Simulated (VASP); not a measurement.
Crystal: AlRu.

```
Al Ru
1.0
     2.98250    0.00000    0.00000
     0.00000    2.98250    0.00000
     0.00000    0.00000    2.98250
Al Ru
1 1
Direct
  0.00000 0.00000 0.00000
  0.50000 0.50000 0.50000
```

Base run:

* Program: VASP 6.6.1
* Functional: PBE
* Potentials or basis: VASP PAW PBE potentials, release 64 (Al, Ru_pv)
* Cutoff: 520 eV
* k mesh: 6 × 6 × 6
* Occupations: tetrahedron
* Spin: no spin polarisation

Its results: pressure 6.2 GPa.

The run is repeated on the same cell with these changes: functional from PBE to RPBE; occupations from tetrahedron to fermi-dirac, width 0.00861733 eV. What comes out?

Pressure 7.9 GPa.

Caveats: the PAW data sets were made with another functional, which shifts forces and pressure a little (some runs).
